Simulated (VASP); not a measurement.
# WS2 (P6_3/mmc) in VASP: notebook

Runs on WS2. Level: PBE+D3(BJ). Tasks: single point.

All numbers are computed with VASP 6.6.1; they aren't measurements. Logs are shortened: lines on timing, memory, paths and dates and some standing lists are left out, and cuts for length are marked.

### 1 The cell of the first run

The structure is hexagonal, space group P6_3/mmc (No. 194). Conventional cell: a = 3.407 Å, b = 3.407 Å, c = 11.654 Å, α = 90.00°, β = 90.00°, γ = 120.00°. W (site symmetry -6m2) has 6 S at 2.48 Å within 3.3 Å. Within 3.3 Å of S (site symmetry 3m) lie 3 W at 2.48 Å and 1 S at 3.02 Å.

### 2 Single point, PBE+D3(BJ) (strain +0.080 along x and y, -0.040 along z)

The input, INCAR:

```
SYSTEM = WS2
  PREC = Accurate
  ENCUT = 520
  EDIFF = 1E-7
  ISMEAR = 0
  SIGMA = 0.05
  LREAL = .False.
  LASPH = .True.
  NELM = 100
  ALGO = Normal
  ISIF = 2
  LWAVE = .False.
  LCHARG = .False.
  GGA = PE
  IVDW = 12
  NBANDS = 35
```

The input, KPOINTS:

```
regular mesh
0
Gamma
  12 12 4
  0 0 0
```

The input, POSCAR:

```
WS2
1.0
    3.4065426778      0.0000000000      0.0000000000
   -1.7032713389      2.9501524981      0.0000000000
    0.0000000000      0.0000000000     11.6543127690
W S
2 4
Direct
    0.3333333333      0.6666666667      0.2500000000
    0.6666666667      0.3333333333      0.7500000000
    0.3333333333      0.6666666667      0.6202874207
    0.6666666667      0.3333333333      0.1202874207
    0.3333333333      0.6666666667      0.8797125793
    0.6666666667      0.3333333333      0.3797125793
```

Potentials or basis: VASP PAW PBE potentials, release 64 (W_sv, S).

Run with:

```bash
$ cat potpaw_PBE.64/W_sv/POTCAR potpaw_PBE.64/S/POTCAR > POTCAR
$ mpirun -np 1 vasp_std > vasp.out
```

OUTCAR:

```text
SYSTEM = WS2
   PREC = Accurate
   ENCUT = 520
   EDIFF = 1E-7
   ISMEAR = 0
   LREAL = .False.
   LASPH = .True.
   NELM = 100
   ISIF = 2
   GGA = PE
   IVDW = 12
 IVDW          = 12

 ion  position               nearest neighbor table
   1  0.333  0.667  0.250-   4 2.48   6 2.48   4 2.48   6 2.48   4 2.48   6 2.48
   2  0.667  0.333  0.750-   3 2.48   5 2.48   3 2.48   5 2.48   3 2.48   5 2.48
   3  0.333  0.667  0.620-   2 2.48   2 2.48   2 2.48
   4  0.667  0.333  0.120-   1 2.48   1 2.48   1 2.48
   5  0.333  0.667  0.880-   2 2.48   2 2.48   2 2.48
   6  0.667  0.333  0.380-   1 2.48   1 2.48   1 2.48

  LATTYP: Found a hexagonal cell.
 ALAT       =     3.4065426778
 C/A-ratio  =     3.4211556617

  Lattice vectors:

 A1 = (   3.4065426778,   0.0000000000,   0.0000000000)
 A2 = (  -1.7032713389,   2.9501524981,   0.0000000000)
 A3 = (   0.0000000000,   0.0000000000,  11.6543127690)

Analysis of symmetry for initial positions (statically):
=====================================================================
 Subroutine PRICEL returns:
 Original cell was already a primitive cell.

 Routine SETGRP: Setting up the symmetry group for a
 hexagonal supercell.

 Subroutine GETGRP returns: Found 24 space group operations
 (whereof 12 operations were pure point group operations)
 out of a pool of 24 trial point group operations.

The static configuration has the point symmetry D_3d.
 The point group associated with its full space group is D_6h.

Analysis of symmetry for dynamics (positions and initial velocities):
=====================================================================
 Subroutine PRICEL returns:
 Original cell was already a primitive cell.

 Routine SETGRP: Setting up the symmetry group for a
 hexagonal supercell.

 Subroutine GETGRP returns: Found 24 space group operations
 (whereof 12 operations were pure point group operations)
 out of a pool of 24 trial point group operations.

The dynamic configuration has the point symmetry D_3d.
 The point group associated with its full space group is D_6h.

 Subroutine INISYM returns: Found 24 space group operations
 (whereof 12 operations are pure point group operations),
 and found     1 'primitive' translations

----------------------------------------------------------------------------------------

                                     Primitive cell

  volume of cell :     117.1238

  direct lattice vectors                    reciprocal lattice vectors
     3.406542678  0.000000000  0.000000000     0.293552758  0.169482764  0.000000000
    -1.703271339  2.950152498  0.000000000     0.000000000  0.338965528  0.000000000
     0.000000000  0.000000000 11.654312769     0.000000000  0.000000000  0.085805145

  length of vectors
     3.406542678  3.406542678 11.654312769     0.338965528  0.338965528  0.085805145

  position of ions in fractional coordinates (direct lattice)
     0.333333333  0.666666667  0.250000000
     0.666666667  0.333333333  0.750000000
     0.333333333  0.666666667  0.620287421
     0.666666667  0.333333333  0.120287421
     0.333333333  0.666666667  0.879712579
     0.666666667  0.333333333  0.379712579

  ion indices of the primitive-cell ions
   primitive index   ion index
                 1           1
                 2           2
                 3           3
                 4           4
                 5           5
                 6           6

----------------------------------------------------------------------------------------

 KPOINTS: regular mesh

Automatic generation of k-mesh.
 Grid dimensions read from file:
 generate k-points for:   12   12    4

 Generating k-lattice:

  Cartesian coordinates                     Fractional coordinates (reciprocal lattice)
     0.024462730  0.014123564  0.000000000     0.083333333 -0.000000000  0.000000000
     0.000000000  0.028247127  0.000000000     0.000000000  0.083333333  0.000000000
     0.000000000  0.000000000  0.021451286     0.000000000  0.000000000  0.250000000

  Length of vectors
     0.028247127  0.028247127  0.021451286

  Shift w.r.t. Gamma in fractional coordinates (k-lattice)
     0.000000000  0.000000000  0.000000000

 Subroutine IBZKPT returns following result:
 ===========================================

 Found     57 irreducible k-points:

 Following reciprocal coordinates:
            Coordinates               Weight
  0.000000  0.000000  0.000000      1.000000
  0.083333  0.000000  0.000000      6.000000
  0.166667  0.000000  0.000000      6.000000
  0.250000  0.000000  0.000000      6.000000
  0.333333  0.000000  0.000000      6.000000
  0.416667  0.000000  0.000000      6.000000
[... 16 lines left out ...]
  0.250000  0.000000  0.250000     12.000000
  0.333333  0.000000  0.250000     12.000000
 [... further k-points ...]
   k-points           NKPTS =     57   k-points in BZ     NKDIM =     57   number of bands    NBANDS=     35
   number of dos      NEDOS =    301   number of ions     NIONS =      6
   total plane-waves  NPLWV =  70560
   dimension x,y,z NGX =    28 NGY =   28 NGZ =   90
   dimension x,y,z NGXF=    56 NGYF=   56 NGZF=  180
   ions per type =               2   4
   NGX,Y,Z   is equivalent  to a cutoff of  13.66, 13.66, 12.84 a.u.
   NGXF,Y,Z  is equivalent  to a cutoff of  27.33, 27.33, 25.68 a.u.
 SYSTEM =  WS2
   PREC   = accura    normal or accurate (medium, high low for compatibility)
   ISTART =      0    job   : 0-new  1-cont  2-samecut
   ICHARG =      2    charge: 1-file 2-atom 10-const
   ISPIN  =      1    spin polarized calculation?
   LNONCOLLINEAR =      F non collinear calculations
   LSORBIT =      F    spin-orbit coupling
   LASPH  =      T    aspherical Exc in radial PAW
   ENCUT  =  520.0 eV  38.22 Ry    6.18 a.u.   6.33  6.33 21.67*2*pi/ulx,y,z
   NELM   =    100;   NELMIN=  2; NELMDL= -5     # of ELM steps
   EDIFF  = 0.1E-06   stopping-criterion for ELM
   LREAL  =      F    real-space projection
   EDIFFG = 0.1E-05   stopping-criterion for IOM
   NSW    =      0    number of steps for IOM
   IBRION =     -1    ionic relax: 0-MD 1-quasi-New 2-CG
   NFREE  =      0    steps in history (QN), initial steepest desc. (CG)
   ISIF   =      2    stress and relaxation
   ISYM   =      2    0-nonsym 1-usesym 2-fastsym
   POTIM  = 0.5000    time-step for ionic-motion
   TEBEG  =    0.0;   TEEND  =   0.0 temperature during run
   PSTRESS=    0.0 pullay stress
   NELECT =      52.0000    total number of electrons
   NUPDOWN=      -1.0000    fix difference up-down
   EMIN   =  10.00;   EMAX   =-10.00  energy-range for DOS
   EFERMI =   0.00;   METHOD = LEGACY
   ISMEAR =     0;   SIGMA  =   0.05  broadening in eV -4-tet -1-fermi 0-gaus
   EFERMI_NEDOS =   21; number of points for ismear=-14 and -15
   IALGO  =     38    algorithm
   IMIX   =      4    mixing-type and parameters
     AMIX     =   0.40;   BMIX     =  1.00
     AMIX_MAG =   1.60;   BMIX_MAG =  1.00
  volume/ion in A,a.u.               =      19.52       131.73
  Fermi-wavevector in a.u.,A,eV,Ry     =   1.248900  2.360079 21.221699  1.559751
  Thomas-Fermi vector in A             =   2.382965
   LORBIT       =      0    0 simple, 1 ext, 2 COOP (PROOUT), +10 PAW based schemes
   GGA     = PE    functional components
   LHFCALC =     F    Hartree Fock is set to
   AEXX    =    0.0000 exact exchange contribution
   IVDW    =    12    specifies the selected vdW correction
   LEPSILON=     F    determine dielectric tensor
   LRPA    =     F    only Hartree local field effects (RPA)
 non-spin polarized calculation
 Gauss-broadening in eV      SIGMA  =   0.05
  energy-cutoff  :      520.00
  volume of cell :      117.12
 maximum number of plane-waves:      3172
 NGX is ok and might be reduce to    28
   NGX = 13   NGY = 13   NGZ = 43

 number of electron      52.0000005 magnetization

 Free energy of the ion-electron system (eV)
  ---------------------------------------------------
  ext. energy  EPLUGINS =         0.00000000
  ---------------------------------------------------
  free energy    TOTEN  =       -46.37227277 eV

  energy without entropy =      -46.37204762  energy(sigma->0) =      -46.37216019

 E-fermi :   6.7490     XC(G=0): -10.5334

 val. band max:        6.7225440436   @ k =   0.0000   0.0000   0.0000
 cond. band min:       6.8116836454   @ k =   0.3333   0.3333   0.0000
 fundamental gap:      0.0891396018
 Fermi energy:         6.7489540978

 k-point     1 :       0.0000    0.0000    0.0000
  band No.  band energies     occupation
      1     -68.5035      2.00000
      2     -68.5035      2.00000
      3     -32.6284      2.00000
      4     -32.6284      2.00000
      5     -32.6284      2.00000
      6     -32.6284      2.00000
[... 27 lines left out ...]
     34       8.6561      0.00000
     35       9.9104      0.00000

 k-point     2 :       0.0833    0.0000    0.0000
  band No.  band energies     occupation
      1     -68.5031      2.00000
      2     -68.5031      2.00000
      3     -32.6391      2.00000
      4     -32.6391      2.00000
      5     -32.6310      2.00000
      6     -32.6310      2.00000
[... 27 lines left out ...]
     34       8.5793      0.00000
     35      10.3739      0.00000

 k-point     3 :       0.1667    0.0000    0.0000
  band No.  band energies     occupation
      1     -68.5021      2.00000
      2     -68.5020      2.00000
      3     -32.6683      2.00000
      4     -32.6683      2.00000
      5     -32.6379      2.00000
      6     -32.6379      2.00000
[... 27 lines left out ...]
     34       8.8795      0.00000
     35      11.4168      0.00000
[... 723 lines left out ...]
 k-point    23 :       0.2500    0.0000    0.2500
  band No.  band energies     occupation
      1     -68.5006      2.00000
      2     -68.5006      2.00000
      3     -32.7078      2.00000
      4     -32.7078      2.00000
      5     -32.6474      2.00000
      6     -32.6474      2.00000
[... 27 lines left out ...]
     34       9.4167      0.00000
     35      12.3694      0.00000

 k-point    24 :       0.3333    0.0000    0.2500
  band No.  band energies     occupation
      1     -68.4991      2.00000
      2     -68.4990      2.00000
      3     -32.7470      2.00000
      4     -32.7470      2.00000
      5     -32.6568      2.00000
      6     -32.6568      2.00000
[... 27 lines left out ...]
     34       9.8794      0.00000
     35      11.5784      0.00000

 [... further k-points ...]

------------------------ aborting loop because EDIFF is reached ----------------------------------------

 Edisp (eV)   -2.32258

 E8    (eV) :    -0.9757

  FORCE on cell =-STRESS in cart. coord.  units (eV):
  Direction    XX          YY          ZZ          XY          YZ          ZX
  --------------------------------------------------------------------------------------
  -------------------------------------------------------------------------------------
  Total     -14.16179   -14.16179    -1.35834     0.00000    -0.00000     0.00000
  in kB    -193.72421  -193.72421   -18.58125     0.00000    -0.00000     0.00000
  external pressure =     -135.34 kB  Pullay stress =        0.00 kB

 VOLUME and BASIS-vectors are now :
 -----------------------------------------------------------------------------
  energy-cutoff  :      520.00
  volume of cell :      117.12
      direct lattice vectors                 reciprocal lattice vectors
     3.406542678  0.000000000  0.000000000     0.293552758  0.169482764  0.000000000
    -1.703271339  2.950152498  0.000000000     0.000000000  0.338965528  0.000000000
     0.000000000  0.000000000 11.654312769     0.000000000  0.000000000  0.085805145

 POSITION                                       TOTAL-FORCE (eV/Angst)
 -----------------------------------------------------------------------------------
     -0.00000      1.96677      2.91358         0.000000      0.000000     -0.000000
      1.70327      0.98338      8.74073        -0.000000     -0.000000     -0.000000
     -0.00000      1.96677      7.22902        -0.000000      0.000000      0.399274
      1.70327      0.98338      1.40187         0.000000     -0.000000      0.399274
     -0.00000      1.96677     10.25245        -0.000000      0.000000     -0.399274
      1.70327      0.98338      4.42529         0.000000     -0.000000     -0.399274
 -----------------------------------------------------------------------------------
    total drift:                                0.000000     -0.000000      0.000000

  FREE ENERGIE OF THE ION-ELECTRON SYSTEM (eV)
  ---------------------------------------------------
  free  energy   TOTEN  =       -48.6948570674 eV

  energy  without entropy=      -48.6946319158  energy(sigma->0) =      -48.69474449
```

Run time: 7.8 min. Hardware: 1 thread of Intel Xeon Platinum 8175M at 2.50GHz (Skylake/Cascade Lake), shared host; peak memory 0.36 GiB.

What came out:

| Item | Value |
| --- | --- |
| Free energy | -48.6949 eV |
| Pressure | -13.5 GPa |
| Largest force | 0.399 eV/Å |
| Band gap on the k mesh | 0.09 eV, indirect (least direct gap 1.09 eV) |
| Dispersion energy per atom | -0.387 eV |

Forces on the atoms (eV/Å):
```
W    0.000  0.000  0.000
W    0.000  0.000  0.000
S    0.000  0.000  0.399
S    0.000  0.000  0.399
S    0.000  0.000 -0.399
S    0.000  0.000 -0.399
```

Stress tensor (GPa, compression positive):
```
-19.37   0.00   0.00
  0.00 -19.37   0.00
  0.00   0.00  -1.86
```

Levels at points of the mesh, in eV from the valence-band top:
| k point | band 24 | band 25 | band 26 | band 27 | band 28 | band 29 |
| --- | --- | --- | --- | --- | --- | --- |
| (0.00, 0.00, 0.00) | -0.81 | -0.62 | 0.00 | 1.46 | 1.46 | 1.46 |
| (0.50, 0.00, 0.00) | -2.34 | -1.87 | -1.45 | 1.05 | 1.14 | 1.37 |
| (0.00, 0.00, 0.50) | -2.25 | -0.08 | -0.08 | 1.45 | 1.45 | 1.45 |
| (0.50, 0.00, 0.50) | -2.60 | -1.59 | -1.59 | 1.09 | 1.09 | 1.39 |

Caveat: the cell differs from its parent crystal (strain +0.080 along x and y, -0.040 along z); spin-orbit coupling is left out, which moves the levels of the heavy elements. A k mesh can miss the band edges.

### 3 Single point, PBE+D3(BJ) (strain +0.000 along x and y, -0.080 along z)

The input, INCAR:

```
PREC     = Accurate       # precision mode
ENCUT    = 520            # plane-wave cutoff, eV
EDIFF    = 1E-6           # SCF threshold, eV
ISMEAR   = 0              # smearing method
SIGMA    = 0.05           # smearing width, eV
LREAL    = False          # projectors in reciprocal space
LASPH    = True           # aspherical terms in the spheres
NELM     = 100            # most SCF steps
ALGO     = Normal         # electronic algorithm
ISIF     = 2              # what is computed and relaxed
LWAVE    = False          # write WAVECAR
LCHARG   = True           # write CHGCAR
GGA      = PE             # functional
IVDW     = 12             # dispersion correction
LELF     = True           # ELF
LVHAR    = True         
NBANDS   = 35             # bands
```

The input, KPOINTS:

```
Automatic mesh
0
Gamma
  12 12 4
```

POSCAR, as its differences from that of step 2:

```diff
@@ -2,5 +2,5 @@
 1.0
-    3.4065426778      0.0000000000      0.0000000000
-   -1.7032713389      2.9501524981      0.0000000000
-    0.0000000000      0.0000000000     11.6543127690
+    3.1542061832      0.0000000000      0.0000000000
+   -1.5771030916      2.7316226834      0.0000000000
+    0.0000000000      0.0000000000     11.1687164036
 W S
```

Potentials or basis: VASP PAW PBE potentials, release 64 (W_sv, S).

Run with:

```bash
$ cat potpaw_PBE.64/W_sv/POTCAR potpaw_PBE.64/S/POTCAR > POTCAR
$ mpirun -np 1 vasp_std > vasp.out
```

Run time: 2 min. Hardware: 1 thread of Intel Xeon Platinum 8488C (Sapphire Rapids), shared host; peak memory 0.31 GiB.

It converged, with:

```yaml
Free_energy: -49.0289 eV
Pressure: 18.2 GPa
Largest_force: 2.718 eV/Å
Dispersion_energy_per_atom: -0.476 eV
```

Forces on the atoms (eV/Å):
```
W    0.000  0.000  0.000
W    0.000  0.000  0.000
S    0.000  0.000 -2.718
S    0.000  0.000 -2.718
S    0.000  0.000  2.718
S    0.000  0.000  2.718
```

Stress tensor (GPa, compression positive):
```
11.64  0.00  0.00
 0.00 11.64  0.00
 0.00  0.00 31.33
```

Levels at points of the mesh, in eV from the Fermi level:
| k point | band 22 | band 23 | band 24 | band 25 | band 26 | band 27 | band 28 | band 29 | band 30 | band 31 |
| --- | --- | --- | --- | --- | --- | --- | --- | --- | --- | --- |
| (0.00, 0.00, 0.00) | -3.49 | -3.49 | -1.47 | -1.20 | 0.00 | 1.56 | 1.56 | 1.58 | 1.58 | 1.87 |
| (0.50, 0.00, 0.00) | -3.24 | -3.09 | -2.87 | -2.66 | -2.15 | 1.37 | 1.49 | 1.94 | 2.07 | 2.77 |
| (0.00, 0.00, 0.50) | -3.55 | -3.21 | -3.21 | -0.25 | -0.25 | 1.55 | 1.55 | 1.55 | 1.55 | 2.11 |
| (0.50, 0.00, 0.50) | -3.38 | -3.05 | -3.05 | -2.33 | -2.33 | 1.42 | 1.42 | 2.02 | 2.02 | 3.05 |

Caveat: the cell differs from its parent crystal (strain +0.000 along x and y, -0.080 along z); spin-orbit coupling is left out, which moves the levels of the heavy elements; pairwise dispersion overbinds metals, which lowers pressure and volume; forces of over 1 eV/Å act on the atoms, so gaps and moduli don't describe the material at rest.
